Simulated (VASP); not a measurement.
# TiO2 (Fm-3m) in VASP: further runs

The runs below take TiO2 through single point, relaxation of cell and atoms, with PBE.

Program: VASP 6.6.1. These are calculated values, not measurements. Logs are shortened: lines on timing, memory, paths and dates and some standing lists are left out, and cuts for length are marked.

## Step 1: The cell of the first run

The structure is cubic, space group Fm-3m (No. 225). Conventional cell: a = 4.830 Å, b = 4.830 Å, c = 4.830 Å, α = 90.00°, β = 90.00°, γ = 90.00°. Within 2.8 Å of Ti (site symmetry m-3m) lie 8 O at 2.09 Å. O (site symmetry -43m) has 4 Ti at 2.09 Å and 6 O at 2.42 Å within 2.8 Å.

## Step 2: Single point, PBE

The input, INCAR:

```
ALGO = Normal ; EDIFF = 1E-6
ENCUT = 520 ; GGA = PE
ISIF = 2 ; ISMEAR = 0
LASPH = T ; LCHARG = T
LELF = T ; LREAL = F
LVHAR = T ; LWAVE = F
NBANDS = 19 ; NELM = 100
PREC = Accurate ; SIGMA = 0.1
```

The input, KPOINTS:

```
k-points
0
Gamma
  8 8 8
```

The input, POSCAR:

```
TiO2
1.0
    0.0000000000      2.4152284309      2.4152284309
    2.4152284309      0.0000000000      2.4152284309
    2.4152284309      2.4152284309      0.0000000000
Ti O
1 2
Direct
    0.0000000000      0.0000000000      0.0000000000
    0.2500000000      0.2500000000      0.2500000000
    0.7500000000      0.7500000000      0.7500000000
```

Potentials or basis: VASP PAW PBE potentials, release 64 (Ti_sv, O).

Command:

```bash
cat potpaw_PBE.64/Ti_sv/POTCAR potpaw_PBE.64/O/POTCAR > POTCAR
mpirun -np 1 vasp_std > vasp.out
```

OUTCAR:

```text
EDIFF = 1E-6
   ENCUT = 520
   GGA = PE
   ISIF = 2
   ISMEAR = 0
   LASPH = T
   LREAL = F
   NELM = 100
   PREC = Accurate

 ion  position               nearest neighbor table
   1  0.000  0.000  0.000-   3 2.09   3 2.09   3 2.09   2 2.09   3 2.09   2 2.09   2 2.09   2 2.09

   2  0.250  0.250  0.250-   1 2.09   1 2.09   1 2.09   1 2.09
   3  0.750  0.750  0.750-   1 2.09   1 2.09   1 2.09   1 2.09

  LATTYP: Found a face centered cubic cell.
 ALAT       =     4.8304568618

  Lattice vectors:

 A1 = (   0.0000000000,   2.4152284309,   2.4152284309)
 A2 = (   2.4152284309,   0.0000000000,   2.4152284309)
 A3 = (   2.4152284309,   2.4152284309,   0.0000000000)

Analysis of symmetry for initial positions (statically):
=====================================================================
 Subroutine PRICEL returns:
 Original cell was already a primitive cell.

 Routine SETGRP: Setting up the symmetry group for a
 face centered cubic supercell.

 Subroutine GETGRP returns: Found 48 space group operations
 (whereof 48 operations were pure point group operations)
 out of a pool of 48 trial point group operations.

The static configuration has the point symmetry O_h .

Analysis of symmetry for dynamics (positions and initial velocities):
=====================================================================
 Subroutine PRICEL returns:
 Original cell was already a primitive cell.

 Routine SETGRP: Setting up the symmetry group for a
 face centered cubic supercell.

 Subroutine GETGRP returns: Found 48 space group operations
 (whereof 48 operations were pure point group operations)
 out of a pool of 48 trial point group operations.

The dynamic configuration has the point symmetry O_h .

 Subroutine INISYM returns: Found 48 space group operations
 (whereof 48 operations are pure point group operations),
 and found     1 'primitive' translations

----------------------------------------------------------------------------------------

                                     Primitive cell

  volume of cell :      28.1776

  direct lattice vectors                    reciprocal lattice vectors
     0.000000000  2.415228431  2.415228431    -0.207019756  0.207019756  0.207019756
     2.415228431  0.000000000  2.415228431     0.207019756 -0.207019756  0.207019756
     2.415228431  2.415228431  0.000000000     0.207019756  0.207019756 -0.207019756

  length of vectors
     3.415648803  3.415648803  3.415648803     0.358568735  0.358568735  0.358568735

  position of ions in fractional coordinates (direct lattice)
     0.000000000  0.000000000  0.000000000
     0.250000000  0.250000000  0.250000000
     0.750000000  0.750000000  0.750000000

  ion indices of the primitive-cell ions
   primitive index   ion index
                 1           1
                 2           2
                 3           3

----------------------------------------------------------------------------------------

 KPOINTS: k-points

Automatic generation of k-mesh.
 Grid dimensions read from file:
 generate k-points for:    8    8    8

 Generating k-lattice:

  Cartesian coordinates                     Fractional coordinates (reciprocal lattice)
    -0.025877469  0.025877469  0.025877469     0.125000000  0.000000000  0.000000000
     0.025877469 -0.025877469  0.025877469     0.000000000  0.125000000  0.000000000
     0.025877469  0.025877469 -0.025877469     0.000000000  0.000000000  0.125000000

  Length of vectors
     0.044821092  0.044821092  0.044821092

  Shift w.r.t. Gamma in fractional coordinates (k-lattice)
     0.000000000  0.000000000  0.000000000

 Subroutine IBZKPT returns following result:
 ===========================================

 Found     29 irreducible k-points:

 Following reciprocal coordinates:
            Coordinates               Weight
  0.000000  0.000000  0.000000      1.000000
  0.125000  0.000000  0.000000      8.000000
  0.250000  0.000000  0.000000      8.000000
  0.375000  0.000000  0.000000      8.000000
  0.500000  0.000000  0.000000      4.000000
  0.125000  0.125000  0.000000      6.000000
[... 16 lines left out ...]
  0.500000  0.250000  0.125000     48.000000
 -0.375000  0.250000  0.125000     24.000000
 [... further k-points ...]
   k-points           NKPTS =     29   k-points in BZ     NKDIM =     29   number of bands    NBANDS=     19
   number of dos      NEDOS =    301   number of ions     NIONS =      3
   total plane-waves  NPLWV =  21952
   dimension x,y,z NGX =    28 NGY =   28 NGZ =   28
   dimension x,y,z NGXF=    56 NGYF=   56 NGZF=   56
   ions per type =               1   2
   NGX,Y,Z   is equivalent  to a cutoff of  13.63, 13.63, 13.63 a.u.
   NGXF,Y,Z  is equivalent  to a cutoff of  27.26, 27.26, 27.26 a.u.
 SYSTEM =  unknown system
   PREC   = accura    normal or accurate (medium, high low for compatibility)
   ISTART =      0    job   : 0-new  1-cont  2-samecut
   ICHARG =      2    charge: 1-file 2-atom 10-const
   ISPIN  =      1    spin polarized calculation?
   LNONCOLLINEAR =      F non collinear calculations
   LSORBIT =      F    spin-orbit coupling
   LASPH  =      T    aspherical Exc in radial PAW
   ENCUT  =  520.0 eV  38.22 Ry    6.18 a.u.   6.35  6.35  6.35*2*pi/ulx,y,z
   NELM   =    100;   NELMIN=  2; NELMDL= -5     # of ELM steps
   EDIFF  = 0.1E-05   stopping-criterion for ELM
   LREAL  =      F    real-space projection
   EDIFFG = 0.1E-04   stopping-criterion for IOM
   NSW    =      0    number of steps for IOM
   IBRION =     -1    ionic relax: 0-MD 1-quasi-New 2-CG
   NFREE  =      0    steps in history (QN), initial steepest desc. (CG)
   ISIF   =      2    stress and relaxation
   ISYM   =      2    0-nonsym 1-usesym 2-fastsym
   POTIM  = 0.5000    time-step for ionic-motion
   TEBEG  =    0.0;   TEEND  =   0.0 temperature during run
   PSTRESS=    0.0 pullay stress
   NELECT =      24.0000    total number of electrons
   NUPDOWN=      -1.0000    fix difference up-down
   EMIN   =  10.00;   EMAX   =-10.00  energy-range for DOS
   EFERMI =   0.00;   METHOD = LEGACY
   ISMEAR =     0;   SIGMA  =   0.10  broadening in eV -4-tet -1-fermi 0-gaus
   EFERMI_NEDOS =   21; number of points for ismear=-14 and -15
   IALGO  =     38    algorithm
   IMIX   =      4    mixing-type and parameters
     AMIX     =   0.40;   BMIX     =  1.00
     AMIX_MAG =   1.60;   BMIX_MAG =  1.00
  volume/ion in A,a.u.               =       9.39        63.38
  Fermi-wavevector in a.u.,A,eV,Ry     =   1.551828  2.932530 32.765162  2.408171
  Thomas-Fermi vector in A             =   2.656292
   LORBIT       =      0    0 simple, 1 ext, 2 COOP (PROOUT), +10 PAW based schemes
   GGA     = PE    functional components
   LHFCALC =     F    Hartree Fock is set to
   AEXX    =    0.0000 exact exchange contribution
   IVDW    =     0    specifies the selected vdW correction
   LEPSILON=     F    determine dielectric tensor
   LRPA    =     F    only Hartree local field effects (RPA)
 non-spin polarized calculation
 Gauss-broadening in eV      SIGMA  =   0.10
  energy-cutoff  :      520.00
  volume of cell :       28.18
 maximum number of plane-waves:       775
 NGX is ok and might be reduce to    28
   NGX = 13   NGY = 13   NGZ = 13

 number of electron      23.9999996 magnetization

 Free energy of the ion-electron system (eV)
  ---------------------------------------------------
  ext. energy  EPLUGINS =         0.00000000
  ---------------------------------------------------
  free energy    TOTEN  =       -26.03297004 eV

  energy without entropy =      -26.03297004  energy(sigma->0) =      -26.03297004

 E-fermi :   7.5966     XC(G=0): -12.1153

 val. band max:        7.1028800438   @ k =   0.5000   0.5000   0.0000
 cond. band min:       8.2100181672   @ k =   0.0000   0.0000   0.0000
 fundamental gap:      1.1071381234
 Fermi energy:         7.5965826664

 k-point     1 :       0.0000    0.0000    0.0000
  band No.  band energies     occupation
      1     -50.7029      2.00000
      2     -26.7882      2.00000
      3     -26.7882      2.00000
      4     -26.7882      2.00000
      5     -12.4553      2.00000
      6      -8.7626      2.00000
[... 11 lines left out ...]
     18      14.6027      0.00000
     19      21.1849      0.00000

 k-point     2 :       0.1250    0.0000    0.0000
  band No.  band energies     occupation
      1     -50.6999      2.00000
      2     -26.8229      2.00000
      3     -26.7923      2.00000
      4     -26.7923      2.00000
      5     -12.2774      2.00000
      6      -8.9693      2.00000
[... 11 lines left out ...]
     18      15.1514      0.00000
     19      21.0350      0.00000

 k-point     3 :       0.2500    0.0000    0.0000
  band No.  band energies     occupation
      1     -50.6926      2.00000
      2     -26.9051      2.00000
      3     -26.8022      2.00000
      4     -26.8022      2.00000
      5     -11.8144      2.00000
      6      -9.4457      2.00000
[... 11 lines left out ...]
     18      16.3749      0.00000
     19      20.8363      0.00000

 k-point     4 :       0.3750    0.0000    0.0000
  band No.  band energies     occupation
      1     -50.6853      2.00000
      2     -26.9854      2.00000
      3     -26.8121      2.00000
      4     -26.8121      2.00000
      5     -11.2533      2.00000
      6      -9.9512      2.00000
[... 11 lines left out ...]
     18      17.1499      0.00000
     19      21.1128      0.00000

 k-point     5 :       0.5000    0.0000    0.0000
  band No.  band energies     occupation
      1     -50.6822      2.00000
      2     -27.0181      2.00000
      3     -26.8161      2.00000
      4     -26.8161      2.00000
      5     -10.9165      2.00000
      6     -10.2460      2.00000
[... 11 lines left out ...]
     18      17.2451      0.00000
     19      21.4892      0.00000
[... 334 lines left out ...]
      2     -27.0284      2.00000
      3     -26.8569      2.00000
      4     -26.8569      2.00000
      5     -10.5620      2.00000
      6     -10.2489      2.00000
[... 11 lines left out ...]
     18      18.7654      0.00000
     19      20.9876      0.00000

 k-point    22 :       0.3750    0.2500    0.1250
  band No.  band energies     occupation
      1     -50.6871      2.00000
      2     -26.9298      2.00000
      3     -26.8404      2.00000
      4     -26.8147      2.00000
      5     -11.4480      2.00000
      6      -9.7319      2.00000
[... 11 lines left out ...]
     18      16.9610      0.00000
     19      20.9872      0.00000

 k-point    23 :       0.5000    0.2500    0.1250
  band No.  band energies     occupation
      1     -50.6812      2.00000
      2     -26.9701      2.00000
      3     -26.8690      2.00000
      4     -26.8258      2.00000
      5     -10.9701      2.00000
      6     -10.0953      2.00000
[... 11 lines left out ...]
     18      17.7522      0.00000
     19      21.5005      0.00000

 k-point    24 :      -0.3750    0.2500    0.1250
  band No.  band energies     occupation
      1     -50.6788      2.00000
      2     -26.9863      2.00000
      3     -26.8801      2.00000
      4     -26.8314      2.00000
      5     -10.6720      2.00000
      6     -10.3316      2.00000
[... 11 lines left out ...]
     18      17.9862      0.00000
     19      21.8962      0.00000

 [... further k-points ...]
[... 5 lines left out ...]
  --------------------------------------------------------------------------------------
  -------------------------------------------------------------------------------------
  Total        0.1285299      0.1285299      0.1285299      0.0000000     -0.0000000      0.0000000
  in kB        7.3081946      7.3081946      7.3081946      0.0000000     -0.0000000      0.0000000
  external PRESSURE =       7.3081946 kB  Pullay stress =       0.0000000 kB

 VOLUME and BASIS-vectors are now :
 -----------------------------------------------------------------------------
  energy-cutoff  :      520.00
  volume of cell :       28.18
      direct lattice vectors                 reciprocal lattice vectors
     0.000000000  2.415228431  2.415228431    -0.207019756  0.207019756  0.207019756
     2.415228431  0.000000000  2.415228431     0.207019756 -0.207019756  0.207019756
     2.415228431  2.415228431  0.000000000     0.207019756  0.207019756 -0.207019756

 POSITION                                       TOTAL-FORCE (eV/Angst)
 -----------------------------------------------------------------------------------
      0.00000      0.00000      0.00000        -0.000000     -0.000000     -0.000000
      1.20761      1.20761      1.20761         0.000000      0.000000      0.000000
      3.62284      3.62284      3.62284        -0.000000     -0.000000     -0.000000
 -----------------------------------------------------------------------------------
    total drift:                                0.000000     -0.000000      0.000000

  FREE ENERGIE OF THE ION-ELECTRON SYSTEM (eV)
  ---------------------------------------------------
  free  energy   TOTEN  =       -26.0329700448 eV

  energy  without entropy=      -26.0329700448  energy(sigma->0) =      -26.03297004
```

It took 25 s on 1 thread of Intel Xeon Platinum 8259CL at 2.50GHz (Skylake/Cascade Lake), shared host; peak memory 0.16 GiB.

Results:

```
Free energy            : -26.0330 eV
Pressure               : 0.7 GPa
Band gap on the k mesh : 1.11 eV, indirect (least direct gap 1.78 eV)
```

Levels at points of the mesh, in eV from the valence-band top:
| k point | band 9 | band 10 | band 11 | band 12 | band 13 | band 14 | band 15 | band 16 |
| --- | --- | --- | --- | --- | --- | --- | --- | --- |
| (0.00, 0.00, 0.00) | -5.87 | -0.85 | -0.85 | -0.85 | 1.11 | 1.11 | 5.21 | 5.21 |
| (0.50, 0.00, 0.00) | -3.31 | -3.24 | -2.49 | -2.49 | 1.44 | 1.44 | 2.75 | 4.82 |
| (0.50, 0.50, 0.00) | -4.53 | -2.05 | -2.05 | 0.00 | 1.78 | 1.79 | 2.77 | 4.05 |

## Step 3: Relaxation of cell and atoms, PBE

This run uses another cell than the first one, of 10.13 Å³/atom, 1.079 times its volume.

The input, INCAR:

```
PREC     = Accurate       # precision mode
ENCUT    = 600            # plane-wave cutoff, eV
EDIFF    = 1E-6           # SCF threshold, eV
ISMEAR   = 0              # smearing method
SIGMA    = 0.1            # smearing width, eV
LREAL    = F              # projectors in reciprocal space
LASPH    = T              # aspherical terms in the spheres
NELM     = 80             # most SCF steps
ALGO     = Normal         # electronic algorithm
ISIF     = 3              # what is computed and relaxed
LWAVE    = F              # write WAVECAR
LCHARG   = F              # write CHGCAR
GGA      = PE             # functional
IBRION   = 2              # ionic algorithm
NSW      = 80             # ionic steps
EDIFFG   = -0.05          # ionic threshold
```

The input, KPOINTS:

```
regular mesh
0
Gamma
  8 8 8
```

The input, POSCAR:

```
TiO2
1.0
    0.0000000000      2.4772402662      2.4772402662
    2.4772402662      0.0000000000      2.4772402662
    2.4772402662      2.4772402662      0.0000000000
Ti O
1 2
Direct
    0.0000000000      0.0000000000      0.0000000000
    0.2500000000      0.2500000000      0.2500000000
    0.7500000000      0.7500000000      0.7500000000
```

Potentials or basis: VASP PAW PBE potentials, release 64 (Ti_sv, O).

Command:

```bash
cat potpaw_PBE.64/Ti_sv/POTCAR potpaw_PBE.64/O/POTCAR > POTCAR
mpirun -np 1 vasp_std > vasp.out
```

Run time: 64 s. Hardware: 1 thread of Intel Xeon Platinum 8259CL at 2.50GHz (Skylake/Cascade Lake), shared host; peak memory 0.17 GiB.

Results (log left out):

* Free energy: -26.0448 eV
* Relaxed volume: 9.42 Å³/atom
* Relaxed cell: a = 3.419 Å, b = 3.419 Å, c = 3.419 Å, α = 60.00°, β = 60.00°, γ = 60.00°
* Space group after relaxing (to 0.05 Å): Fm-3m (No. 225)
* Energy gained by relaxing: 38.1 meV/atom
* Ionic steps: 3
* Pressure after relaxing: -0.3 GPa
* Band gap on the k mesh: 1.11 eV, indirect (least direct gap 1.78 eV)

Step by step:
| step | energy change (eV) | largest force (eV/Å) | pressure (GPa) | volume (Å³) |
| --- | --- | --- | --- | --- |
| 1 | 0.0000 | 0.0000 | -15.72 | 30.40 |
| 2 | 0.0088 | 0.0000 | 21.11 | 26.23 |
| 3 | -0.1144 | 0.0000 | -0.32 | 28.25 |

Final structure:
```yaml
crystal:
  lattice:
    - [0.00000, 2.41732, 2.41732]
    - [2.41732, 0.00000, 2.41732]
    - [2.41732, 2.41732, 0.00000]
  atoms:
    - { symbol: Ti, position: [0.00000, 0.00000, 0.00000] }
    - { symbol: O, position: [0.25000, 0.25000, 0.25000] }
    - { symbol: O, position: [0.75000, 0.75000, 0.75000] }
```

Levels at points of the mesh, in eV from the valence-band top:
| k point | band 10 | band 11 | band 12 | band 13 | band 14 | band 15 |
| --- | --- | --- | --- | --- | --- | --- |
| (0.00, 0.00, 0.00) | -0.85 | -0.85 | -0.85 | 1.11 | 1.11 | 5.19 |
| (0.50, 0.00, 0.00) | -3.23 | -2.48 | -2.48 | 1.44 | 1.44 | 2.74 |
| (0.50, 0.50, 0.00) | -2.05 | -2.05 | 0.00 | 1.78 | 1.79 | 2.75 |

A k mesh can miss the band edges. As with any semilocal functional, this PBE gap is likely too small.
